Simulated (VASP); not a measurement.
# SiC (P1) in VASP: further runs

SiC is run at these levels: r2SCAN; tasks: single point.

Everything below comes from runs of VASP 6.6.1. Logs are shortened: lines on timing, memory, paths and dates and some standing lists are left out, and cuts for length are marked.

## Step 1: The cell of the first run

The typed cell holds 16 atoms: a = 3.075 Å, b = 5.048 Å, c = 10.698 Å, α = 94.51°, β = 87.25°, γ = 90.00°.

## Step 2: Single point, r2SCAN

POSCAR

```
SiC
1.0
    1.5375975033     -2.6631969973      0.0000000000
    0.0000000000      0.0000000000     -5.0481668562
    9.4819025236      4.8824390552      0.8415294149
Si C
8 8
Direct
    0.3610833333      1.1343137842      0.8333333333
   -0.0138916667      1.0092887842      0.0833333333
    0.4444333333      1.0509637842      0.3333333333
   -0.0972416667      1.0926387842      0.5833333333
    0.8471916667      0.6482054508      0.9166666667
    0.4722166667      0.5231804508      0.1666666667
    0.9305416667      0.5648554508      0.4166666667
    0.3888666667      0.6065304508      0.6666666667
    0.3610833333      0.7585195492      0.8333333333
   -0.0138916667      0.6334945492      0.0833333333
    0.4444333333      0.6751695492      0.3333333333
   -0.0972416667      0.7168445492      0.5833333333
    0.8471916667      0.2724112158      0.9166666667
    0.4722166667      0.1473862158      0.1666666667
    0.9305416667      0.1890612158      0.4166666667
    0.3888666667      0.2307362158      0.6666666667
```

INCAR.step1

```
SYSTEM = SiC
  ALGO = Normal
  EDIFF = 1E-4
  ENCUT = 520
  GGA = PE
  ISMEAR = 0
  LASPH = .True.
  LCHARG = .False.
  LREAL = Auto
  LWAVE = .True.
  NBANDS = 46
  NELM = 100
  PREC = Accurate
  SIGMA = 0.05
```

INCAR.step2

```
SYSTEM = SiC
  ALGO = Normal
  EDIFF = 1E-7
  ENCUT = 520
  ISIF = 2
  ISMEAR = 0
  ISTART = 1
  LASPH = .True.
  LCHARG = .False.
  LMIXTAU = .True.
  LREAL = Auto
  LWAVE = .False.
  METAGGA = R2SCAN
  NBANDS = 46
  NELM = 100
  PREC = Accurate
  SIGMA = 0.05
```

KPOINTS

```
k-points
0
Gamma
  7 5 2
  0 0 0
```

Potentials or basis: VASP PAW PBE potentials, release 64 (Si, C).

Started as:

```console
$ cat potpaw_PBE.64/Si/POTCAR potpaw_PBE.64/C/POTCAR > POTCAR
$ cp INCAR.step1 INCAR
$ mpirun -np 1 vasp_std > vasp.out
$ cp INCAR.step2 INCAR
$ mpirun -np 1 vasp_std > vasp.out
```

OUTCAR:

```text
SYSTEM = SiC
   EDIFF = 1E-7
   ENCUT = 520
   ISIF = 2
   ISMEAR = 0
   ISTART = 1
   LASPH = .True.
   LREAL = Auto
   METAGGA = R2SCAN
   NELM = 100
   PREC = Accurate

 ion  position               nearest neighbor table
   1  0.361  0.134  0.833-  16 1.88  13 1.88  13 1.88   9 1.90   2 2.98   4 3.08   4 3.08   8 3.09
                             5 3.09   8 3.09   5 3.09   5 3.09   5 3.09
   2  0.986  0.009  0.083-  14 1.88  14 1.88  10 1.90  13 2.36   5 2.50   1 2.98   3 3.08   3 3.08
                             6 3.09   6 3.09   6 3.09   6 3.09
   3  0.444  0.051  0.333-  14 1.88  15 1.88  15 1.88  11 1.90   2 3.08   4 3.08   4 3.08   2 3.08
                             6 3.09   7 3.09   6 3.09   7 3.09   7 3.09   7 3.09
   4  0.903  0.093  0.583-  15 1.88  16 1.88  16 1.88  12 1.90   1 3.08   3 3.08   1 3.08   3 3.08
                             7 3.09   8 3.09   7 3.09   8 3.09   8 3.09   8 3.09
   5  0.847  0.648  0.917-  10 1.86   9 1.88   9 1.88  13 1.90   2 2.50   6 2.98   8 3.08   8 3.08
                             1 3.09   1 3.09   1 3.09   1 3.09
   6  0.472  0.523  0.167-  11 1.88  10 1.88  10 1.88  14 1.90   5 2.98   7 3.08   7 3.08   3 3.09
                             2 3.09   3 3.09   2 3.09   2 3.09   2 3.09
   7  0.931  0.565  0.417-  12 1.88  11 1.88  11 1.88  15 1.90   8 3.08   6 3.08   6 3.08   8 3.08
                             4 3.09   3 3.09   4 3.09   3 3.09   3 3.09   3 3.09
   8  0.389  0.607  0.667-   9 1.88  12 1.88  12 1.88  16 1.90   7 3.08   5 3.08   5 3.08   7 3.08
                             1 3.09   4 3.09   1 3.09   4 3.09   4 3.09   4 3.09
   9  0.361  0.759  0.833-   8 1.88   5 1.88   5 1.88   1 1.90
  10  0.986  0.633  0.083-   5 1.86   6 1.88   6 1.88   2 1.90
  11  0.444  0.675  0.333-   6 1.88   7 1.88   7 1.88   3 1.90
  12  0.903  0.717  0.583-   7 1.88   8 1.88   8 1.88   4 1.90
  13  0.847  0.272  0.917-   1 1.88   1 1.88   5 1.90   2 2.36
  14  0.472  0.147  0.167-   3 1.88   2 1.88   2 1.88   6 1.90
  15  0.931  0.189  0.417-   4 1.88   3 1.88   3 1.88   7 1.90
  16  0.389  0.231  0.667-   1 1.88   4 1.88   4 1.88   8 1.90

  LATTYP: Found a triclinic cell.
 ALAT       =     3.0751950066
 B/A-ratio  =     2.5874258131
 C/A-ratio  =     3.9028718737
 COS(alpha) =     0.0086990301
 COS(beta)  =     0.2989337180
 COS(gamma) =     0.7729690219

  Lattice vectors:

 A1 = (  -1.5375975033,   2.6631969973,   0.0000000000)
 A2 = (  -3.0751950066,   5.3263939946,  -5.0481668562)
 A3 = ( -11.0195000269,  -2.2192420579,   4.2066374413)

Analysis of symmetry for initial positions (statically):
=====================================================================
 Subroutine PRICEL returns:
 Original cell was already a primitive cell.

 Routine SETGRP: Setting up the symmetry group for a
 triclinic supercell.

 Subroutine GETGRP returns: Found  1 space group operations
 (whereof  1 operations were pure point group operations)
 out of a pool of  2 trial point group operations.

The static configuration has the point symmetry C_1 .

Analysis of symmetry for dynamics (positions and initial velocities):
=====================================================================
 Subroutine PRICEL returns:
 Original cell was already a primitive cell.

 Routine SETGRP: Setting up the symmetry group for a
 triclinic supercell.

 Subroutine GETGRP returns: Found  1 space group operations
 (whereof  1 operations were pure point group operations)
 out of a pool of  2 trial point group operations.

The dynamic configuration has the point symmetry C_1 .

 Subroutine INISYM returns: Found  1 space group operations
 (whereof  1 operations are pure point group operations),
 and found     1 'primitive' translations

----------------------------------------------------------------------------------------

                                     Primitive cell

  volume of cell :     165.3749

  direct lattice vectors                    reciprocal lattice vectors
     1.537597503 -2.663196997  0.000000000     0.149039329 -0.289440661  0.000000000
     0.000000000  0.000000000 -5.048166856     0.013551986  0.007824243 -0.198091709
     9.481902524  4.882439055  0.841529415     0.081295657  0.046936070  0.000000000

  length of vectors
     3.075195007  5.048166856 10.698264268     0.325558932  0.198708833  0.093872139

  position of ions in fractional coordinates (direct lattice)
     0.361083333  0.134313784  0.833333333
     0.986108333  0.009288784  0.083333333
     0.444433333  0.050963784  0.333333333
     0.902758333  0.092638784  0.583333333
     0.847191667  0.648205451  0.916666667
     0.472216667  0.523180451  0.166666667
[... 8 lines left out ...]
     0.930541667  0.189061216  0.416666667
     0.388866667  0.230736216  0.666666667

  ion indices of the primitive-cell ions
   primitive index   ion index
                 1           1
                 2           2
                 3           3
                 4           4
                 5           5
                 6           6
[... 8 lines left out ...]
                15          15
                16          16

----------------------------------------------------------------------------------------

 KPOINTS: k-points

Automatic generation of k-mesh.
 Grid dimensions read from file:
 generate k-points for:    7    5    2

 Generating k-lattice:

  Cartesian coordinates                     Fractional coordinates (reciprocal lattice)
     0.021291333 -0.041348666  0.000000000     0.142857143  0.000000000 -0.000000000
     0.002710397  0.001564849 -0.039618342     0.000000000  0.200000000  0.000000000
     0.040647829  0.023468035  0.000000000    -0.000000000  0.000000000  0.500000000

  Length of vectors
     0.046508419  0.039741767  0.046936070

  Shift w.r.t. Gamma in fractional coordinates (k-lattice)
     0.000000000  0.000000000  0.000000000

 Subroutine IBZKPT returns following result:
 ===========================================

 Found     36 irreducible k-points:

 Following reciprocal coordinates:
            Coordinates               Weight
  0.000000  0.000000  0.000000      1.000000
  0.142857  0.000000  0.000000      2.000000
  0.285714  0.000000  0.000000      2.000000
  0.428571  0.000000  0.000000      2.000000
  0.000000  0.200000  0.000000      2.000000
  0.142857  0.200000  0.000000      2.000000
[... 16 lines left out ...]
 -0.000000  0.200000  0.500000      2.000000
  0.142857  0.200000  0.500000      2.000000
 [... further k-points ...]
   k-points           NKPTS =     36   k-points in BZ     NKDIM =     36   number of bands    NBANDS=     46
   number of dos      NEDOS =    301   number of ions     NIONS =     16
   total plane-waves  NPLWV =  76800
   dimension x,y,z NGX =    24 NGY =   40 NGZ =   80
   dimension x,y,z NGXF=    48 NGYF=   80 NGZF=  160
   ions per type =               8   8
   NGX,Y,Z   is equivalent  to a cutoff of  12.97, 13.17, 12.43 a.u.
   NGXF,Y,Z  is equivalent  to a cutoff of  25.95, 26.35, 24.86 a.u.
 SYSTEM =  SiC
   PREC   = accura    normal or accurate (medium, high low for compatibility)
   ISTART =      1    job   : 0-new  1-cont  2-samecut
   ICHARG =      0    charge: 1-file 2-atom 10-const
   ISPIN  =      1    spin polarized calculation?
   LNONCOLLINEAR =      F non collinear calculations
   LSORBIT =      F    spin-orbit coupling
   LASPH  =      T    aspherical Exc in radial PAW
   ENCUT  =  520.0 eV  38.22 Ry    6.18 a.u.   5.72  9.39 19.89*2*pi/ulx,y,z
   NELM   =    100;   NELMIN=  2; NELMDL=  0     # of ELM steps
   EDIFF  = 0.1E-06   stopping-criterion for ELM
   LREAL  =      T    real-space projection
   EDIFFG = 0.1E-05   stopping-criterion for IOM
   NSW    =      0    number of steps for IOM
   IBRION =     -1    ionic relax: 0-MD 1-quasi-New 2-CG
   NFREE  =      0    steps in history (QN), initial steepest desc. (CG)
   ISIF   =      2    stress and relaxation
   ISYM   =      2    0-nonsym 1-usesym 2-fastsym
   POTIM  = 0.5000    time-step for ionic-motion
   TEBEG  =    0.0;   TEEND  =   0.0 temperature during run
   PSTRESS=    0.0 pullay stress
   NELECT =      64.0000    total number of electrons
   NUPDOWN=      -1.0000    fix difference up-down
   EMIN   =  10.00;   EMAX   =-10.00  energy-range for DOS
   EFERMI =   0.00;   METHOD = LEGACY
   ISMEAR =     0;   SIGMA  =   0.05  broadening in eV -4-tet -1-fermi 0-gaus
   EFERMI_NEDOS =   21; number of points for ismear=-14 and -15
   IALGO  =     38    algorithm
   IMIX   =      4    mixing-type and parameters
     AMIX     =   0.40;   BMIX     =  1.00
     AMIX_MAG =   1.60;   BMIX_MAG =  1.00
  volume/ion in A,a.u.               =      10.34        69.75
  Fermi-wavevector in a.u.,A,eV,Ry     =   1.193012  2.254466 19.364879  1.423278
  Thomas-Fermi vector in A             =   2.329037
   LORBIT       =      0    0 simple, 1 ext, 2 COOP (PROOUT), +10 PAW based schemes
   METAGGA = R2SCAN    functional components
   LHFCALC =     F    Hartree Fock is set to
   AEXX    =    0.0000 exact exchange contribution
   IVDW    =     0    specifies the selected vdW correction
   LEPSILON=     F    determine dielectric tensor
   LRPA    =     F    only Hartree local field effects (RPA)
 non-spin polarized calculation
 Gauss-broadening in eV      SIGMA  =   0.05
  energy-cutoff  :      520.00
  volume of cell :      165.37
 maximum number of plane-waves:      4468
   NGX = 11   NGY = 19   NGZ = 39

 number of electron      64.0000001 magnetization

 Free energy of the ion-electron system (eV)
  ---------------------------------------------------
  ext. energy  EPLUGINS =         0.00000000
  ---------------------------------------------------
  free energy    TOTEN  =      -150.96135500 eV

  energy without entropy =     -150.96135500  energy(sigma->0) =     -150.96135500

 E-fermi :   9.3314     XC(G=0): -11.9590

 val. band max:        9.0815758813   @ k =   0.0000   0.0000   0.0000
 cond. band min:      10.0654793088   @ k =   0.4286   0.4000   0.0000
 fundamental gap:      0.9839034274
 Fermi energy:         9.3313861611

 k-point     1 :       0.0000    0.0000    0.0000
  band No.  band energies     occupation
      1      -8.2579      2.00000
      2      -7.1957      2.00000
      3      -7.1007      2.00000
      4      -4.8382      2.00000
      5      -4.4893      2.00000
      6      -3.8869      2.00000
[... 36 lines left out ...]
     43      15.5232      0.00000
     44      15.8297      0.00000

 k-point     2 :       0.1429    0.0000    0.0000
  band No.  band energies     occupation
      1      -7.9834      2.00000
      2      -6.9560      2.00000
      3      -6.8171      2.00000
      4      -4.6038      2.00000
      5      -4.2673      2.00000
      6      -3.7217      2.00000
[... 36 lines left out ...]
     43      15.7328      0.00000
     44      15.9142      0.00000

 k-point     3 :       0.2857    0.0000    0.0000
  band No.  band energies     occupation
      1      -7.1796      2.00000
      2      -6.2475      2.00000
      3      -6.0284      2.00000
      4      -3.9776      2.00000
      5      -3.7255      2.00000
      6      -3.4660      2.00000
[... 976 lines left out ...]
     43      15.6207      0.00000
     44      15.7929      0.00000

 k-point    24 :       0.1429    0.2000    0.5000
  band No.  band energies     occupation
      1      -7.5784      2.00000
      2      -7.4355      2.00000
      3      -5.5587      2.00000
      4      -5.4307      2.00000
      5      -4.8861      2.00000
      6      -4.5188      2.00000
[... 36 lines left out ...]
     43      15.4567      0.00000
     44      15.5691      0.00000

 [... further k-points ...]

 [bands above 44 left out]

------------------------ aborting loop because EDIFF is reached ----------------------------------------

  FORCE on cell =-STRESS in cart. coord.  units (eV):
  Direction    XX          YY          ZZ          XY          YZ          ZX
  --------------------------------------------------------------------------------------
  -------------------------------------------------------------------------------------
  Total       -2.0961723      4.7619977     -0.9674332      5.0319022     -0.6423814     -9.6329583
  in kB      -20.3080353     46.1349563     -9.3726397     48.7498327     -6.2234881    -93.3255627
  external PRESSURE =       5.4847604 kB  Pullay stress =       0.0000000 kB

 VOLUME and BASIS-vectors are now :
 -----------------------------------------------------------------------------
  energy-cutoff  :      520.00
  volume of cell :      165.37
      direct lattice vectors                 reciprocal lattice vectors
     1.537597503 -2.663196997  0.000000000     0.149039329 -0.289440661  0.000000000
     0.000000000  0.000000000 -5.048166856     0.013551986  0.007824243 -0.198091709
     9.481902524  4.882439055  0.841529415     0.081295657  0.046936070  0.000000000

 POSITION                                       TOTAL-FORCE (eV/Angst)
 -----------------------------------------------------------------------------------
      8.45679      3.10706      0.02324         0.187474      0.201469     -0.464417
      2.30640     -2.21933      0.02324         1.041547      1.401858     -2.374147
      3.84399      0.44387      0.02324        -0.012077      0.163135      0.026654
      6.91919      0.44387      0.02324         0.150680      0.126305     -0.187460
      9.99438      2.21933     -2.50085        -0.409337     -1.538215      3.287124
      2.30640     -0.44387     -2.50085        -0.401879     -0.306824     -0.038033
[... 8 lines left out ...]
      5.38159     -0.44387     -0.60378        -0.125687     -0.053514      0.014151
      6.91919      2.21933     -0.60378        -0.249998     -0.307213     -0.073167
 -----------------------------------------------------------------------------------
    total drift:                               -0.000389      0.008738      0.032742

  FREE ENERGIE OF THE ION-ELECTRON SYSTEM (eV)
  ---------------------------------------------------
  free  energy   TOTEN  =      -150.9613550031 eV

  energy  without entropy=     -150.9613550031  energy(sigma->0) =     -150.96135500
```

Wall time 23 min (1 thread of AMD EPYC 7R43 (Zen 3), shared host); peak memory 0.33 GiB.

What came out:

| Item | Value |
| --- | --- |
| Free energy | -150.9614 eV |
| Pressure | 0.5 GPa |
| Largest force | 3.652 eV/Å |
| Band gap on the k mesh | 0.98 eV (least direct gap 1.88 eV) |

Forces on the atoms (eV/Å):
```
Si   0.187  0.201 -0.464
Si   1.042  1.402 -2.374
Si  -0.012  0.163  0.027
Si   0.151  0.126 -0.187
Si  -0.409 -1.538  3.287
Si  -0.402 -0.307 -0.038
Si   0.063 -0.011  0.118
Si  -0.104 -0.213  0.321
C    0.541  0.261 -0.230
C    0.953  1.314 -2.898
C   -0.148  0.102  0.054
C    0.098  0.048 -0.083
C   -1.520 -1.349  2.796
C   -0.063  0.160 -0.268
C   -0.126 -0.054  0.014
C   -0.250 -0.307 -0.073
```

Caveat: the PAW data sets were made with another functional, which shifts forces and pressure a little; an odd mesh through Γ misses points on the zone boundary, where band edges can lie.

## Step 3: Single point, r2SCAN

POSCAR

```
SiC
1.0
    1.5375975033     -2.6631969973      0.0000000000
    0.0000000000      0.0000000000     -5.0481668562
    9.7380662677      4.4387504355      1.6825540132
Si C
8 8
Direct
    0.2222500000      1.2731471175      0.8333333333
   -0.0277750000      1.0231721175      0.0833333333
    0.3889000000      1.1064971175      0.3333333333
   -0.1944250000      1.1898221175      0.5833333333
    0.6944750000      0.8009221175      0.9166666667
    0.4444500000      0.5509471175      0.1666666667
    0.8611250000      0.6342721175      0.4166666667
    0.2778000000      0.7175971175      0.6666666667
    0.2222500000      0.8973528825      0.8333333333
   -0.0277750000      0.6473778825      0.0833333333
    0.3889000000      0.7307028825      0.3333333333
   -0.1944250000      0.8140278825      0.5833333333
    0.6944750000      0.4251278825      0.9166666667
    0.4444500000      0.1751528825      0.1666666667
    0.8611250000      0.2584778825      0.4166666667
    0.2778000000      0.3418028825      0.6666666667
```

INCAR.step1

```
PREC = Accurate
ENCUT = 520
ISMEAR = 0
SIGMA = 0.05
LREAL = Auto
LASPH = True
NELM = 60
NBANDS = 46
GGA = PE
ALGO = Normal
EDIFF = 1E-4
LWAVE = True
LCHARG = False
```

INCAR.step2

```
PREC = Accurate
ENCUT = 520
EDIFF = 1E-7
ISMEAR = 0
SIGMA = 0.05
LREAL = Auto
LASPH = True
NELM = 60
ALGO = Normal
ISIF = 2
LWAVE = False
LCHARG = False
METAGGA = R2SCAN
LMIXTAU = True
NBANDS = 46
ISTART = 1
```

KPOINTS

```
regular mesh
0
Gamma
  7 5 2
```

Potentials or basis: VASP PAW PBE potentials, release 64 (Si, C).

Started as:

```console
$ cat potpaw_PBE.64/Si/POTCAR potpaw_PBE.64/C/POTCAR > POTCAR
$ cp INCAR.step1 INCAR
$ mpirun -np 1 vasp_std > vasp.out
$ cp INCAR.step2 INCAR
$ mpirun -np 1 vasp_std > vasp.out
```

Wall time 28 min (1 thread of AMD EPYC 7R43 (Zen 3), shared host); peak memory 0.33 GiB.

Results (log left out):

| Property | Result |
| --- | --- |
| Free energy | -148.1251 eV |
| Pressure | 2.2 GPa |
| Largest force | 2.957 eV/Å |
| Band gap on the k mesh | zero (bands 32 and 33 overlap by 0.91 eV) |

Forces on the atoms (eV/Å):
```
Si   0.780  0.931 -0.015
Si   1.465  1.895  0.022
Si   0.004  0.193  0.128
Si   0.024  0.087  0.079
Si  -2.261 -1.501  1.175
Si  -0.693 -0.637  0.325
Si   0.020 -0.054  0.052
Si   0.088 -0.165  0.137
C   -0.562 -0.801 -0.491
C    1.214  1.493  0.226
C   -0.026  0.220 -0.080
C   -0.012 -0.025 -0.050
C   -0.146 -1.743 -0.990
C    0.238  0.398 -0.420
C   -0.082 -0.011 -0.046
C   -0.053 -0.279 -0.052
```

Stress tensor (GPa, compression positive):
```
-0.44  5.90  1.85
 5.90  6.96 -1.90
 1.85 -1.90  0.17
```

Levels at points of the mesh, in eV from the Fermi level:
```tsv
k point	band 28	band 29	band 30	band 31	band 32	band 33	band 34	band 35	band 36	band 37
(0.00, 0.00, 0.00)	-1.73	-1.53	-1.23	-1.09	0.24	1.31	2.30	2.53	3.62	3.91
(0.00, 0.00, 0.50)	-1.79	-1.48	-1.23	-1.22	0.51	1.33	2.15	2.91	3.36	3.86
```

Caveat: the PAW data sets were made with another functional, which shifts forces and pressure a little.
